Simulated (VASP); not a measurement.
**ZnO (base): single point with PBEsol**

ZnO (base):

```
Zn O
1.0
     3.23012    0.00000    0.00000
    -1.61506    2.79736    0.00000
     0.00000    0.00000    5.21386
Zn O
2 2
Direct
  0.66667 0.33333 0.50065
  0.33333 0.66667 0.00065
  0.66667 0.33333 0.87966
  0.33333 0.66667 0.37966
```

| Item | Value |
| --- | --- |
| Program | VASP 6.6.1 |
| Task | single point |
| Functional | PBEsol |
| Potentials or basis | VASP PAW PBE potentials, release 64 (Zn, O) |
| Cutoff | 600 eV |
| k mesh | 9 × 9 × 6 |
| Occupations | gaussian, width 0.02 eV |
| Spin | no spin polarisation |

```json
{
 "Pressure": "0.5 GPa",
 "Band gap on the k mesh": "0.69 eV, direct"
}
```

Forces on the atoms (eV/Å):
```
Zn   0.000  0.000  0.002
Zn   0.000  0.000  0.002
O    0.000  0.000 -0.002
O    0.000  0.000 -0.002
```

Levels at points of the mesh, in eV from the valence-band top:
```
           k point  band 16  band 17  band 18  band 19  band 20  band 21
(0.00, 0.00, 0.00)    -0.09     0.00     0.00     0.69     5.15     8.10
(0.00, 0.00, 0.50)    -0.40    -0.40    -0.40     3.38     3.38     9.96
```

Wall time 110 s on 1 thread of AMD EPYC 7R13, on a shared host, peak memory 0.18 GiB.

Caveat: the PAW data sets were made with another functional, which shifts forces and pressure a little.
